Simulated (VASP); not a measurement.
A run of VASP 6.6.1 is set up as follows.

Contents of INCAR:

```
PREC = Accurate ; ENCUT = 600
EDIFF = 1E-6 ; ISMEAR = -1
SIGMA = 0.08 ; LREAL = False
LASPH = True ; NELM = 150
ALGO = Normal ; ISIF = 3
LWAVE = False ; LCHARG = False
ISPIN = 2 ; MAGMOM = 2.5
LORBIT = 11 ; LMAXMIX = 4
GGA = PS ; IBRION = 2
NSW = 32 ; EDIFFG = -0.005
PSTRESS = 1600.0
```

The input KPOINTS:

```
Automatic mesh
0
Gamma
  21 21 21
```

The input POSCAR:

```
Fe
1.0
   -1.2462910116      1.2462910116      1.2462910116
    1.2462910116     -1.2462910116      1.2462910116
    1.2462910116      1.2462910116     -1.2462910116
Fe
1
Direct
    0.0000000000      0.0000000000      0.0000000000
```

Potentials or basis: VASP PAW PBE potentials, release 64 (Fe).

Launch:

```sh
$ cat potpaw_PBE.64/Fe/POTCAR > POTCAR
$ mpirun -np 1 vasp_std > vasp.out
```

(1) Estimate the site moments.

(2) Predict the net moment.

(3) Estimate the relaxed volume.

(4) Estimate the relaxed cell.

## Answers

(1) Fe +1.30 μB.

(2) 1.35 μB per cell.

(3) 7.75 Å³/atom.

(4) a = 2.159 Å, b = 2.159 Å, c = 2.159 Å, α = 109.47°, β = 109.47°, γ = 109.47°.

Caveat: the cell is relaxed towards a set pressure, so the run minimises the enthalpy, not the energy; the PAW data sets were made with another functional, which shifts forces and pressure a little.
